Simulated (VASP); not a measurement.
# CdS (Greenockite) (P6_3mc) in VASP: a series of runs

The runs below take CdS (Greenockite) through single point, with LDA.

All numbers are computed with VASP 6.6.1; they aren't measurements. Logs are shortened: lines on timing, memory, paths and dates and some standing lists are left out, and cuts for length are marked.

## Step 1: The cell of the first run

The structure is hexagonal, space group P6_3mc (No. 186). The conventional cell has a = 4.114 Å, b = 4.114 Å, c = 6.573 Å, α = 90.00°, β = 90.00°, γ = 120.00°. Within 3.3 Å of Cd (site symmetry 3m) lie 4 S at 2.50 Å. S (site symmetry 3m) has 4 Cd at 2.50 Å within 3.3 Å.

## Step 2: Single point, LDA (in-plane strain +0.01, then relaxed in part)

The input, INCAR:

```
SYSTEM = CdS
PREC     = Accurate       ! precision mode
ENCUT    = 520            ! plane-wave cutoff, eV
EDIFF    = 1E-6           ! SCF threshold, eV
ISMEAR   = 0              ! smearing method
SIGMA    = 0.01           ! smearing width, eV
LREAL    = .False.        ! projectors in reciprocal space
LASPH    = .True.         ! aspherical terms in the spheres
NELM     = 100            ! most SCF steps
ALGO     = Normal         ! electronic algorithm
ISIF     = 2              ! what is computed and relaxed
LWAVE    = .False.        ! write WAVECAR
LCHARG   = .False.        ! write CHGCAR
NBANDS   = 26             ! bands
```

The input, KPOINTS:

```
Automatic mesh
0
Gamma
  6 6 4
  0 0 0
```

The input, POSCAR:

```
CdS
1.0
    4.1142437854      0.0000000000      0.0000000000
   -2.0571218927      3.5630396355      0.0000000000
    0.0000000000      0.0000000000      6.5727388463
Cd S
2 2
Direct
    0.3333333333      0.6666666667     -0.0028917199
    0.6666666667      0.3333333333      0.4971082801
    0.3333333333      0.6666666667      0.3778917199
    0.6666666667      0.3333333333      0.8778917199
```

Potentials or basis: VASP PAW LDA potentials, release 64 (Cd, S).

Run with:

```console
$ cat potpaw_LDA.64/Cd/POTCAR potpaw_LDA.64/S/POTCAR > POTCAR
$ mpirun -np 1 vasp_std > vasp.out
```

OUTCAR:

```text
SYSTEM = CdS
   PREC = Accurate
   ENCUT = 520
   EDIFF = 1E-6
   ISMEAR = 0
   LREAL = .False.
   LASPH = .True.
   NELM = 100
   ISIF = 2

 ion  position               nearest neighbor table
   1  0.333  0.667  0.997-   4 2.50   4 2.50   4 2.50   3 2.50
   2  0.667  0.333  0.497-   3 2.50   3 2.50   3 2.50   4 2.50
   3  0.333  0.667  0.378-   2 2.50   2 2.50   2 2.50   1 2.50
   4  0.667  0.333  0.878-   1 2.50   1 2.50   1 2.50   2 2.50

  LATTYP: Found a hexagonal cell.
 ALAT       =     4.1142437854
 C/A-ratio  =     1.5975569726

  Lattice vectors:

 A1 = (   4.1142437854,   0.0000000000,   0.0000000000)
 A2 = (  -2.0571218927,   3.5630396355,   0.0000000000)
 A3 = (   0.0000000000,   0.0000000000,   6.5727388463)

Analysis of symmetry for initial positions (statically):
=====================================================================
 Subroutine PRICEL returns:
 Original cell was already a primitive cell.

 Routine SETGRP: Setting up the symmetry group for a
 hexagonal supercell.

 Subroutine GETGRP returns: Found 12 space group operations
 (whereof  6 operations were pure point group operations)
 out of a pool of 24 trial point group operations.

The static configuration has the point symmetry C_3v.
 The point group associated with its full space group is C_6v.

Analysis of symmetry for dynamics (positions and initial velocities):
=====================================================================
 Subroutine PRICEL returns:
 Original cell was already a primitive cell.

 Routine SETGRP: Setting up the symmetry group for a
 hexagonal supercell.

 Subroutine GETGRP returns: Found 12 space group operations
 (whereof  6 operations were pure point group operations)
 out of a pool of 24 trial point group operations.

The dynamic configuration has the point symmetry C_3v.
 The point group associated with its full space group is C_6v.

 Subroutine INISYM returns: Found 12 space group operations
 (whereof  6 operations are pure point group operations),
 and found     1 'primitive' translations

----------------------------------------------------------------------------------------

                                     Primitive cell

  volume of cell :      96.3512

  direct lattice vectors                    reciprocal lattice vectors
     4.114243785  0.000000000  0.000000000     0.243058033  0.140329621  0.000000000
    -2.057121893  3.563039636  0.000000000     0.000000000  0.280659241  0.000000000
     0.000000000  0.000000000  6.572738846     0.000000000  0.000000000  0.152143577

  length of vectors
     4.114243785  4.114243785  6.572738846     0.280659241  0.280659241  0.152143577

  position of ions in fractional coordinates (direct lattice)
     0.333333333  0.666666667  0.997108280
     0.666666667  0.333333333  0.497108280
     0.333333333  0.666666667  0.377891720
     0.666666667  0.333333333  0.877891720

  ion indices of the primitive-cell ions
   primitive index   ion index
                 1           1
                 2           2
                 3           3
                 4           4

----------------------------------------------------------------------------------------

 KPOINTS: Automatic mesh

Automatic generation of k-mesh.
 Grid dimensions read from file:
 generate k-points for:    6    6    4

 Generating k-lattice:

  Cartesian coordinates                     Fractional coordinates (reciprocal lattice)
     0.040509672  0.023388270  0.000000000     0.166666667  0.000000000  0.000000000
     0.000000000  0.046776540  0.000000000     0.000000000  0.166666667  0.000000000
     0.000000000  0.000000000  0.038035894     0.000000000  0.000000000  0.250000000

  Length of vectors
     0.046776540  0.046776540  0.038035894

  Shift w.r.t. Gamma in fractional coordinates (k-lattice)
     0.000000000  0.000000000  0.000000000

 Subroutine IBZKPT returns following result:
 ===========================================

 Found     21 irreducible k-points:

 Following reciprocal coordinates:
            Coordinates               Weight
  0.000000  0.000000  0.000000      1.000000
  0.166667  0.000000  0.000000      6.000000
  0.333333 -0.000000  0.000000      6.000000
  0.500000 -0.000000  0.000000      3.000000
  0.166667  0.166667  0.000000      6.000000
  0.333333  0.166667  0.000000     12.000000
[... 13 lines left out ...]
  0.333333  0.166667  0.500000     12.000000
  0.333333  0.333333  0.500000      2.000000
   k-points           NKPTS =     21   k-points in BZ     NKDIM =     21   number of bands    NBANDS=     26
   number of dos      NEDOS =    301   number of ions     NIONS =      4
   total plane-waves  NPLWV =  51200
   dimension x,y,z NGX =    32 NGY =   32 NGZ =   50
   dimension x,y,z NGXF=    64 NGYF=   64 NGZF=  100
   ions per type =               2   2
   NGX,Y,Z   is equivalent  to a cutoff of  12.93, 12.93, 12.65 a.u.
   NGXF,Y,Z  is equivalent  to a cutoff of  25.86, 25.86, 25.29 a.u.
 SYSTEM =  CdS
   PREC   = accura    normal or accurate (medium, high low for compatibility)
   ISTART =      0    job   : 0-new  1-cont  2-samecut
   ICHARG =      2    charge: 1-file 2-atom 10-const
   ISPIN  =      1    spin polarized calculation?
   LNONCOLLINEAR =      F non collinear calculations
   LSORBIT =      F    spin-orbit coupling
   LASPH  =      T    aspherical Exc in radial PAW
   ENCUT  =  520.0 eV  38.22 Ry    6.18 a.u.   7.65  7.65 12.22*2*pi/ulx,y,z
   NELM   =    100;   NELMIN=  2; NELMDL= -5     # of ELM steps
   EDIFF  = 0.1E-05   stopping-criterion for ELM
   LREAL  =      F    real-space projection
   EDIFFG = 0.1E-04   stopping-criterion for IOM
   NSW    =      0    number of steps for IOM
   IBRION =     -1    ionic relax: 0-MD 1-quasi-New 2-CG
   NFREE  =      0    steps in history (QN), initial steepest desc. (CG)
   ISIF   =      2    stress and relaxation
   ISYM   =      2    0-nonsym 1-usesym 2-fastsym
   POTIM  = 0.5000    time-step for ionic-motion
   TEBEG  =    0.0;   TEEND  =   0.0 temperature during run
   PSTRESS=    0.0 pullay stress
   NELECT =      36.0000    total number of electrons
   NUPDOWN=      -1.0000    fix difference up-down
   EMIN   =  10.00;   EMAX   =-10.00  energy-range for DOS
   EFERMI =   0.00;   METHOD = LEGACY
   ISMEAR =     0;   SIGMA  =   0.01  broadening in eV -4-tet -1-fermi 0-gaus
   EFERMI_NEDOS =   21; number of points for ismear=-14 and -15
   IALGO  =     38    algorithm
   IMIX   =      4    mixing-type and parameters
     AMIX     =   0.40;   BMIX     =  1.00
     AMIX_MAG =   1.60;   BMIX_MAG =  1.00
  volume/ion in A,a.u.               =      24.09       162.55
  Fermi-wavevector in a.u.,A,eV,Ry     =   1.179116  2.228207 18.916388  1.390315
  Thomas-Fermi vector in A             =   2.315433
   LORBIT       =      0    0 simple, 1 ext, 2 COOP (PROOUT), +10 PAW based schemes
   GGA     = CA    functional components
   LHFCALC =     F    Hartree Fock is set to
   AEXX    =    0.0000 exact exchange contribution
   IVDW    =     0    specifies the selected vdW correction
   LEPSILON=     F    determine dielectric tensor
   LRPA    =     F    only Hartree local field effects (RPA)
 non-spin polarized calculation
 Gauss-broadening in eV      SIGMA  =   0.01
  energy-cutoff  :      520.00
  volume of cell :       96.35
 maximum number of plane-waves:      2623
 NGX is ok and might be reduce to    32
   NGX = 15   NGY = 15   NGZ = 25

 number of electron      35.9999995 magnetization

 Free energy of the ion-electron system (eV)
  ---------------------------------------------------
  ext. energy  EPLUGINS =         0.00000000
  ---------------------------------------------------
  free energy    TOTEN  =       -14.81214953 eV

  energy without entropy =      -14.81214953  energy(sigma->0) =      -14.81214953

 E-fermi :   1.4400     XC(G=0):  -9.7151

 val. band max:        1.3648903508   @ k =   0.0000   0.0000   0.0000
 cond. band min:       2.4307623336   @ k =   0.0000   0.0000   0.0000
 fundamental gap:      1.0658719828
 Fermi energy:         1.4399985694

 k-point     1 :       0.0000    0.0000    0.0000
  band No.  band energies     occupation
      1     -11.1594      2.00000
      2     -10.6687      2.00000
      3      -6.4820      2.00000
      4      -6.4820      2.00000
      5      -6.4747      2.00000
      6      -6.3924      2.00000
[... 18 lines left out ...]
     25       8.7825      0.00000
     26       9.0681      0.00000

 k-point     2 :       0.1667    0.0000    0.0000
  band No.  band energies     occupation
      1     -11.0553      2.00000
      2     -10.6258      2.00000
      3      -6.4520      2.00000
      4      -6.4398      2.00000
      5      -6.4010      2.00000
      6      -6.3418      2.00000
[... 18 lines left out ...]
     25       8.8036      0.00000
     26       9.3902      0.00000

 k-point     3 :       0.3333   -0.0000    0.0000
  band No.  band energies     occupation
      1     -10.8294      2.00000
      2     -10.5555      2.00000
      3      -6.3946      2.00000
      4      -6.3746      2.00000
      5      -6.2417      2.00000
      6      -6.2110      2.00000
[... 18 lines left out ...]
     25       9.5664      0.00000
     26      10.2273      0.00000

 k-point     4 :       0.5000   -0.0000    0.0000
  band No.  band energies     occupation
      1     -10.6950      2.00000
      2     -10.5413      2.00000
      3      -6.3801      2.00000
      4      -6.3545      2.00000
      5      -6.1537      2.00000
      6      -6.1522      2.00000
[... 18 lines left out ...]
     25       9.7442      0.00000
     26      11.3563      0.00000

 k-point     5 :       0.1667    0.1667    0.0000
  band No.  band energies     occupation
      1     -10.8894      2.00000
      2     -10.5703      2.00000
      3      -6.4010      2.00000
      4      -6.3871      2.00000
      5      -6.2739      2.00000
      6      -6.2719      2.00000
[... 18 lines left out ...]
     25       9.4653      0.00000
     26      10.0584      0.00000

 k-point     6 :       0.3333    0.1667    0.0000
  band No.  band energies     occupation
      1     -10.6968      2.00000
      2     -10.5419      2.00000
      3      -6.3902      2.00000
      4      -6.3252      2.00000
      5      -6.1800      2.00000
      6      -6.1642      2.00000
[... 340 lines left out ...]
 k-point    18 :       0.5000   -0.0000    0.5000
  band No.  band energies     occupation
      1     -10.6032      2.00000
      2     -10.6032      2.00000
      3      -6.3523      2.00000
      4      -6.3523      2.00000
      5      -6.2478      2.00000
      6      -6.2478      2.00000
[... 18 lines left out ...]
     25       9.7278      0.00000
     26       9.7278      0.00000

 k-point    19 :       0.1667    0.1667    0.5000
  band No.  band energies     occupation
      1     -10.7173      2.00000
      2     -10.7173      2.00000
      3      -6.3473      2.00000
      4      -6.3473      2.00000
      5      -6.3191      2.00000
      6      -6.3191      2.00000
[... 18 lines left out ...]
     25       9.2339      0.00000
     26       9.2339      0.00000

 k-point    20 :       0.3333    0.1667    0.5000
  band No.  band energies     occupation
      1     -10.6043      2.00000
      2     -10.6043      2.00000
      3      -6.3219      2.00000
      4      -6.3219      2.00000
      5      -6.2585      2.00000
      6      -6.2585      2.00000
[... 18 lines left out ...]
     25       9.7049      0.00000
     26       9.7049      0.00000

 k-point    21 :       0.3333    0.3333    0.5000
  band No.  band energies     occupation
      1     -10.5681      2.00000
      2     -10.5681      2.00000
      3      -6.2885      2.00000
      4      -6.2885      2.00000
      5      -6.2555      2.00000
      6      -6.2555      2.00000
[... 18 lines left out ...]
     25      10.5609      0.00000
     26      10.5609      0.00000

------------------------ aborting loop because EDIFF is reached ----------------------------------------

  FORCE on cell =-STRESS in cart. coord.  units (eV):
  Direction    XX          YY          ZZ          XY          YZ          ZX
  --------------------------------------------------------------------------------------
  -------------------------------------------------------------------------------------
  Total       -0.2110181     -0.2110181      0.3895200      0.0000000     -0.0000000      0.0000000
  in kB       -3.5089190     -3.5089190      6.4771397      0.0000000     -0.0000000      0.0000000
  external PRESSURE =      -0.1802328 kB  Pullay stress =       0.0000000 kB

 VOLUME and BASIS-vectors are now :
 -----------------------------------------------------------------------------
  energy-cutoff  :      520.00
  volume of cell :       96.35
      direct lattice vectors                 reciprocal lattice vectors
     4.114243785  0.000000000  0.000000000     0.243058033  0.140329621  0.000000000
    -2.057121893  3.563039636  0.000000000     0.000000000  0.280659241  0.000000000
     0.000000000  0.000000000  6.572738846     0.000000000  0.000000000  0.152143577

 POSITION                                       TOTAL-FORCE (eV/Angst)
 -----------------------------------------------------------------------------------
     -0.00000      2.37536      6.55373        -0.000000     -0.000000     -0.001521
      2.05712      1.18768      3.26736         0.000000     -0.000000     -0.001521
     -0.00000      2.37536      2.48378        -0.000000      0.000000      0.001521
      2.05712      1.18768      5.77015         0.000000     -0.000000      0.001521
 -----------------------------------------------------------------------------------
    total drift:                               -0.000000      0.000000      0.001290

  FREE ENERGIE OF THE ION-ELECTRON SYSTEM (eV)
  ---------------------------------------------------
  free  energy   TOTEN  =       -14.8121495279 eV

  energy  without entropy=      -14.8121495279  energy(sigma->0) =      -14.81214953
```

Wall time 49 s (1 thread of Intel Xeon Platinum 8259CL at 2.50GHz (Skylake/Cascade Lake), shared host); peak memory 0.2 GiB.

What came out:

| Item | Value |
| --- | --- |
| Free energy | -14.8121 eV |
| Pressure | 0.0 GPa |
| Band gap on the k mesh | 1.07 eV, direct |

Stress tensor (GPa, compression positive):
```
-0.35  0.00  0.00
 0.00 -0.35  0.00
 0.00  0.00  0.65
```

Caveat: the cell differs from its parent crystal (in-plane strain +0.01, then relaxed in part).

(Part 1 of 2 ends here.)
